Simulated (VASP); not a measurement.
# Br (Im-3m) in VASP: notebook

Br is run at these levels: r2SCAN; tasks: relaxation of cell and atoms.

Program: VASP 6.6.1. These are calculated values, not measurements. Logs are shortened: lines on timing, memory, paths and dates and some standing lists are left out, and cuts for length are marked.

## Step 1: The cell of the first run

The structure is cubic, space group Im-3m (No. 229). Conventional cell: a = 3.740 Å, b = 3.740 Å, c = 3.740 Å, α = 90.00°, β = 90.00°, γ = 90.00°. Within 4.3 Å of Br (site symmetry m-3m) lie 14 Br at 3.24 to 3.74 Å.

## Step 2: Relaxation of cell and atoms, r2SCAN

Contents of POSCAR:

```
Br
1.0
    1.8700000000      1.8700000000      1.8700000000
   -1.8700000000      1.8700000000      1.8700000000
   -1.8700000000     -1.8700000000      1.8700000000
Br
1
Direct
    0.0000000000      0.0000000000      0.0000000000
```

Contents of INCAR.step1:

```
SYSTEM = Br
PREC = Accurate ; ENCUT = 600
ISMEAR = -1 ; SIGMA = 0.02
LREAL = .FALSE. ; LASPH = .TRUE.
NELM = 80 ; GGA = PE
ALGO = Normal ; EDIFF = 1E-4
LWAVE = .TRUE. ; LCHARG = .FALSE.
```

Contents of INCAR.step2:

```
SYSTEM = Br
PREC = Accurate ; ENCUT = 600
EDIFF = 1E-7 ; ISMEAR = -1
SIGMA = 0.02 ; LREAL = .FALSE.
LASPH = .TRUE. ; NELM = 80
ALGO = Normal ; ISIF = 3
LWAVE = .FALSE. ; LCHARG = .FALSE.
METAGGA = R2SCAN ; LMIXTAU = .TRUE.
IBRION = 2 ; NSW = 80
EDIFFG = -0.01 ; ISTART = 1
```

Contents of KPOINTS:

```
regular mesh
0
G
  8 8 8
  0 0 0
```

Potentials or basis: VASP PAW PBE potentials, release 64 (Br).

Command:

```console
> cat potpaw_PBE.64/Br/POTCAR > POTCAR
> cp INCAR.step1 INCAR
> mpirun -np 1 vasp_std > vasp.out
> cp INCAR.step2 INCAR
> mpirun -np 1 vasp_std > vasp.out
```

OUTCAR:

```text
SYSTEM = Br
   PREC = Accurate
   ENCUT = 600
   EDIFF = 1E-7
   ISMEAR = -1
   LREAL = .FALSE.
   LASPH = .TRUE.
   NELM = 80
   ISIF = 3
   METAGGA = R2SCAN
   IBRION = 2
   NSW = 80
   EDIFFG = -0.01
   ISTART = 1

 ion  position               nearest neighbor table
   1  0.000  0.000  0.000-

  LATTYP: Found a body centered cubic cell.
 ALAT       =     3.7400000000

  Lattice vectors:

 A1 = (   1.8700000000,  -1.8700000000,  -1.8700000000)
 A2 = (   1.8700000000,   1.8700000000,   1.8700000000)
 A3 = (  -1.8700000000,  -1.8700000000,   1.8700000000)

Analysis of symmetry for initial positions (statically):
=====================================================================
 Subroutine PRICEL returns:
 Original cell was already a primitive cell.

 Routine SETGRP: Setting up the symmetry group for a
 body centered cubic supercell.

 Subroutine GETGRP returns: Found 48 space group operations
 (whereof 48 operations were pure point group operations)
 out of a pool of 48 trial point group operations.

The static configuration has the point symmetry O_h .

Analysis of symmetry for dynamics (positions and initial velocities):
=====================================================================
 Subroutine PRICEL returns:
 Original cell was already a primitive cell.

 Routine SETGRP: Setting up the symmetry group for a
 body centered cubic supercell.

 Subroutine GETGRP returns: Found 48 space group operations
 (whereof 48 operations were pure point group operations)
 out of a pool of 48 trial point group operations.

The dynamic configuration has the point symmetry O_h .

 Subroutine INISYM returns: Found 48 space group operations
 (whereof 48 operations are pure point group operations),
 and found     1 'primitive' translations

----------------------------------------------------------------------------------------

                                     Primitive cell

  volume of cell :      26.1568

  direct lattice vectors                    reciprocal lattice vectors
     1.870000000  1.870000000  1.870000000     0.267379679  0.000000000  0.267379679
    -1.870000000  1.870000000  1.870000000    -0.267379679  0.267379679  0.000000000
    -1.870000000 -1.870000000  1.870000000     0.000000000 -0.267379679  0.267379679

  length of vectors
     3.238935010  3.238935010  3.238935010     0.378131969  0.378131969  0.378131969

  position of ions in fractional coordinates (direct lattice)
     0.000000000  0.000000000  0.000000000

  ion indices of the primitive-cell ions
   primitive index   ion index
                 1           1

----------------------------------------------------------------------------------------

 KPOINTS: regular mesh

Automatic generation of k-mesh.
 Grid dimensions read from file:
 generate k-points for:    8    8    8

 Generating k-lattice:

  Cartesian coordinates                     Fractional coordinates (reciprocal lattice)
     0.033422460  0.000000000  0.033422460     0.125000000  0.000000000  0.000000000
    -0.033422460  0.033422460  0.000000000     0.000000000  0.125000000  0.000000000
     0.000000000 -0.033422460  0.033422460     0.000000000  0.000000000  0.125000000

  Length of vectors
     0.047266496  0.047266496  0.047266496

  Shift w.r.t. Gamma in fractional coordinates (k-lattice)
     0.000000000  0.000000000  0.000000000

 Subroutine IBZKPT returns following result:
 ===========================================

 Found     29 irreducible k-points:
[... 39 lines left out ...]
   ICHARG =      0    charge: 1-file 2-atom 10-const
   ISPIN  =      1    spin polarized calculation?
   LNONCOLLINEAR =      F non collinear calculations
   LSORBIT =      F    spin-orbit coupling
   LASPH  =      T    aspherical Exc in radial PAW
   ENCUT  =  600.0 eV  44.10 Ry    6.64 a.u.   6.47  6.47  6.47*2*pi/ulx,y,z
   NELM   =     80;   NELMIN=  2; NELMDL=  0     # of ELM steps
   EDIFF  = 0.1E-06   stopping-criterion for ELM
   LREAL  =      F    real-space projection
   EDIFFG = -.1E-01   stopping-criterion for IOM
   NSW    =     80    number of steps for IOM
   IBRION =      2    ionic relax: 0-MD 1-quasi-New 2-CG
   NFREE  =      1    steps in history (QN), initial steepest desc. (CG)
   ISIF   =      3    stress and relaxation
   ISYM   =      2    0-nonsym 1-usesym 2-fastsym
   POTIM  = 0.5000    time-step for ionic-motion
   TEBEG  =    0.0;   TEEND  =   0.0 temperature during run
   PSTRESS=    0.0 pullay stress
   NELECT =       7.0000    total number of electrons
   NUPDOWN=      -1.0000    fix difference up-down
   EMIN   =  10.00;   EMAX   =-10.00  energy-range for DOS
   EFERMI =   0.00;   METHOD = LEGACY
   ISMEAR =    -1;   SIGMA  =   0.02  broadening in eV -4-tet -1-fermi 0-gaus
   EFERMI_NEDOS =   21; number of points for ismear=-14 and -15
   IALGO  =     38    algorithm
   IMIX   =      4    mixing-type and parameters
     AMIX     =   0.40;   BMIX     =  1.00
     AMIX_MAG =   1.60;   BMIX_MAG =  1.00
  volume/ion in A,a.u.               =      26.16       176.51
  Fermi-wavevector in a.u.,A,eV,Ry     =   1.054984  1.993631 15.143168  1.112991
  Thomas-Fermi vector in A             =   2.190165
   LORBIT       =      0    0 simple, 1 ext, 2 COOP (PROOUT), +10 PAW based schemes
   METAGGA = R2SCAN    functional components
   LHFCALC =     F    Hartree Fock is set to
   AEXX    =    0.0000 exact exchange contribution
   IVDW    =     0    specifies the selected vdW correction
   LEPSILON=     F    determine dielectric tensor
   LRPA    =     F    only Hartree local field effects (RPA)
 conjugate gradient relaxation of ions
 non-spin polarized calculation
  energy-cutoff  :      600.00
  volume of cell :       26.16
 maximum number of plane-waves:       899
 NGX is ok and might be reduce to    28
   NGX = 13   NGY = 13   NGZ = 13

--------------------------------------- Ionic step        1  -------------------------------------------

 number of electron       7.0000000 magnetization

 Free energy of the ion-electron system (eV)
  ---------------------------------------------------
  ext. energy  EPLUGINS =         0.00000000
  ---------------------------------------------------
  free energy    TOTEN  =       -12.58494750 eV

  energy without entropy =      -12.58164044  energy(sigma->0) =      -12.58329397

------------------------ aborting loop because EDIFF is reached ----------------------------------------

  FORCE on cell =-STRESS in cart. coord.  units (eV):
  Direction    XX          YY          ZZ          XY          YZ          ZX
  --------------------------------------------------------------------------------------
  -------------------------------------------------------------------------------------
  Total        0.0385423      0.0385423      0.0385423     -0.0000000      0.0000000     -0.0000000
  in kB        2.3608257      2.3608257      2.3608257     -0.0000000      0.0000000     -0.0000000
  external PRESSURE =       2.3608257 kB  Pullay stress =       0.0000000 kB

 VOLUME and BASIS-vectors are now :
 -----------------------------------------------------------------------------
  energy-cutoff  :      600.00
  volume of cell :       26.16
      direct lattice vectors                 reciprocal lattice vectors
     1.870000000  1.870000000  1.870000000     0.267379679  0.000000000  0.267379679
    -1.870000000  1.870000000  1.870000000    -0.267379679  0.267379679  0.000000000
    -1.870000000 -1.870000000  1.870000000     0.000000000 -0.267379679  0.267379679

 POSITION                                       TOTAL-FORCE (eV/Angst)
 -----------------------------------------------------------------------------------
      0.00000      0.00000      0.00000         0.000000     -0.000000     -0.000000
 -----------------------------------------------------------------------------------
    total drift:                               -0.000000     -0.000000      0.000000

  FREE ENERGIE OF THE ION-ELECTRON SYSTEM (eV)
  ---------------------------------------------------
  free  energy   TOTEN  =       -12.5849475019 eV

  energy  without entropy=      -12.5816404363  energy(sigma->0) =      -12.58329397

--------------------------------------- Ionic step        2  -------------------------------------------

 number of electron       7.0000000 magnetization

 Free energy of the ion-electron system (eV)
  ---------------------------------------------------
  ext. energy  EPLUGINS =         0.00000000
  ---------------------------------------------------
  free energy    TOTEN  =       -12.58507270 eV

  energy without entropy =      -12.58173458  energy(sigma->0) =      -12.58340364

 E-fermi :   1.2742     XC(G=0):  -9.7561

 val. band max:        1.2514412302   @ k =  -0.3750   0.2500   0.0000
 cond. band min:       1.2774564447   @ k =   0.2500   0.1250   0.1250
 fundamental gap:      0.0260152146
 Fermi energy:         1.2742114501

 k-point     1 :       0.0000    0.0000    0.0000
  band No.  band energies     occupation
      1     -14.6423      2.00000
      2       2.0751      0.00000
      3       2.0751      0.00000
      4       2.0751      0.00000
      5      10.2339      0.00000
      6      14.7630      0.00000
      7      14.7630      0.00000
[... 221 lines left out ...]
 k-point    24 :       0.5000    0.2500    0.2500
  band No.  band energies     occupation
      1     -12.6740      2.00000
      2      -2.5022      2.00000
      3      -0.5624      2.00000
      4       0.0020      2.00000
      5      10.1771      0.00000
      6      11.8282      0.00000
      7      15.2011      0.00000

 [... further k-points ...]
[... 5 lines left out ...]
  --------------------------------------------------------------------------------------
  -------------------------------------------------------------------------------------
  Total        0.0069538      0.0069538      0.0069538     -0.0000000      0.0000000     -0.0000000
  in kB        0.4235703      0.4235703      0.4235703     -0.0000000      0.0000000     -0.0000000
  external PRESSURE =       0.4235703 kB  Pullay stress =       0.0000000 kB

 VOLUME and BASIS-vectors are now :
 -----------------------------------------------------------------------------
  energy-cutoff  :      600.00
  volume of cell :       26.30
      direct lattice vectors                 reciprocal lattice vectors
     1.873477050  1.873477050  1.873477050     0.266883440  0.000000000  0.266883440
    -1.873477050  1.873477050  1.873477050    -0.266883440  0.266883440  0.000000000
    -1.873477050 -1.873477050  1.873477050     0.000000000 -0.266883440  0.266883440

 POSITION                                       TOTAL-FORCE (eV/Angst)
 -----------------------------------------------------------------------------------
     -0.00000      3.74695      3.74695         0.000000     -0.000000      0.000000
 -----------------------------------------------------------------------------------
    total drift:                               -0.000000      0.000000      0.000000

  FREE ENERGIE OF THE ION-ELECTRON SYSTEM (eV)
  ---------------------------------------------------
  free  energy   TOTEN  =       -12.5850726951 eV

  energy  without entropy=      -12.5817345800  energy(sigma->0) =      -12.58340364

 reached required accuracy - stopping structural energy minimisation
```

Wall time 57 s (1 thread of Intel Xeon Platinum 8488C (Sapphire Rapids), shared host); peak memory 0.17 GiB.

What came out:

```yaml
Free_energy: -12.5851 eV
Relaxed_volume: 26.30 Å³/atom
Relaxed_cell: a = 3.245 Å, b = 3.245 Å, c = 3.245 Å, α = 70.53°, β = 109.47°, γ = 70.53°
Space_group_after_relaxing_to_0.05_Å: Im-3m (No. 229)
Energy_gained_by_relaxing: 0.1 meV/atom
Ionic_steps: 2
Pressure_after_relaxing: 0.0 GPa
```

Step by step:
```tsv
step	energy change (eV)	largest force (eV/Å)	pressure (GPa)	volume (Å³)
1	0.0000	0.0000	0.24	26.16
2	-0.0001	0.0000	0.04	26.30
```

Final structure:
```cif
data_structure
_symmetry_space_group_name_H-M 'P 1'
_symmetry_Int_Tables_number 1
_cell_length_a 3.2450
_cell_length_b 3.2450
_cell_length_c 3.2450
_cell_angle_alpha 70.529
_cell_angle_beta 109.471
_cell_angle_gamma 70.529
_cell_volume 26.30
loop_
_atom_site_label
_atom_site_type_symbol
_atom_site_fract_x
_atom_site_fract_y
_atom_site_fract_z
_atom_site_occupancy
Br1 Br 0.00000 0.00000 0.00000 1
```

Levels at points of the mesh, in eV from the Fermi level:
```tsv
k point	band 1	band 2	band 3	band 4	band 5	band 6	band 7
(0.00, 0.00, 0.00)	-15.92	0.80	0.80	0.80	8.96	13.49	13.49
(0.50, 0.00, 0.00)	-14.40	-4.61	-0.79	0.53	8.34	10.38	17.39
(0.50, 0.50, 0.50)	-13.43	-2.64	-2.64	-2.64	7.06	7.06	21.38
```

Caveat: the PAW data sets were made with another functional, which shifts forces and pressure a little; an odd number of electrons without spin polarisation forces a metal; a magnetic or distorted state may lie lower.

## Step 3: Relaxation of cell and atoms, r2SCAN, target pressure 5 GPa, at which the enthalpy is minimised

POSCAR is that of step 2.

Contents of INCAR.step1:

```
SYSTEM = Br
ALGO     = Normal         ! electronic algorithm
EDIFF    = 1E-4           ! SCF threshold, eV
ENCUT    = 600            ! plane-wave cutoff, eV
GGA      = PE             ! functional
ISMEAR   = -1             ! smearing method
LASPH    = .TRUE.         ! aspherical terms in the spheres
LCHARG   = .FALSE.        ! write CHGCAR
LREAL    = .FALSE.        ! projectors in reciprocal space
LWAVE    = .TRUE.         ! write WAVECAR
NELM     = 100            ! most SCF steps
PREC     = Accurate       ! precision mode
SIGMA    = 0.02           ! smearing width, eV
```

Contents of INCAR.step2:

```
SYSTEM = Br
ALGO     = Normal         ! electronic algorithm
EDIFF    = 1E-7           ! SCF threshold, eV
EDIFFG   = -0.01          ! ionic threshold
ENCUT    = 600            ! plane-wave cutoff, eV
IBRION   = 2              ! ionic algorithm
ISIF     = 3              ! what is computed and relaxed
ISMEAR   = -1             ! smearing method
ISTART   = 1            
LASPH    = .TRUE.         ! aspherical terms in the spheres
LCHARG   = .FALSE.        ! write CHGCAR
LMIXTAU  = .TRUE.       
LREAL    = .FALSE.        ! projectors in reciprocal space
LWAVE    = .FALSE.        ! write WAVECAR
METAGGA  = R2SCAN         ! meta-GGA
NELM     = 100            ! most SCF steps
NSW      = 80             ! ionic steps
PREC     = Accurate       ! precision mode
PSTRESS  = 50.0         
SIGMA    = 0.02           ! smearing width, eV
```

Contents of KPOINTS:

```
k-points
0
G
  8 8 8
  0 0 0
```

Potentials or basis: VASP PAW PBE potentials, release 64 (Br).

Command:

```console
> cat potpaw_PBE.64/Br/POTCAR > POTCAR
> cp INCAR.step1 INCAR
> mpirun -np 1 vasp_std > vasp.out
> cp INCAR.step2 INCAR
> mpirun -np 1 vasp_std > vasp.out
```

Run time: 2 min. Hardware: 1 thread of Intel Xeon Platinum 8488C (Sapphire Rapids), shared host; peak memory 0.17 GiB.

It converged, with:

```yaml
Free_energy: -12.5466 eV
Relaxed_volume: 23.57 Å³/atom
Relaxed_cell: a = 3.129 Å, b = 3.129 Å, c = 3.129 Å, α = 70.53°, β = 109.47°, γ = 70.53°
Space_group_after_relaxing_to_0.05_Å: Im-3m (No. 229)
Energy_change_on_relaxing_the_enthalpy_is_what_falls: +38.4 meV/atom
Ionic_steps: 3
Pressure_after_relaxing: 5.0 GPa
```

Step by step:
```
step  energy change (eV)  largest force (eV/Å)  pressure (GPa)  volume (Å³)
   1              0.0000                0.0000            0.24        26.16
   2              0.0468                0.0000            5.65        23.32
   3              0.0384                0.0000            5.01        23.57
```

Final structure:
```xyz
1
Lattice="1.8063 1.8063 1.8063 -1.8063 1.8063 1.8063 -1.8063 -1.8063 1.8063" Properties=species:S:1:pos:R:3 pbc="T T T"
Br    0.0000    0.0000    0.0000
```

Levels at points of the mesh, in eV from the Fermi level:
```csv
k point,band 1,band 2,band 3,band 4,band 5,band 6,band 7
"(0.00, 0.00, 0.00)",-16.70,1.00,1.00,1.00,9.73,13.50,13.50
"(0.50, 0.00, 0.00)",-14.73,-5.47,-0.92,0.64,8.19,10.12,18.00
"(0.50, 0.50, 0.50)",-13.47,-3.13,-3.13,-3.13,6.53,6.53,22.28
```

Caveat: the cell is relaxed towards a set pressure, so the enthalpy falls and the energy may rise; the PAW data sets were made with another functional, which shifts forces and pressure a little; an odd number of electrons without spin polarisation forces a metal; a magnetic or distorted state may lie lower.

(Part 1 of 2 ends here.)
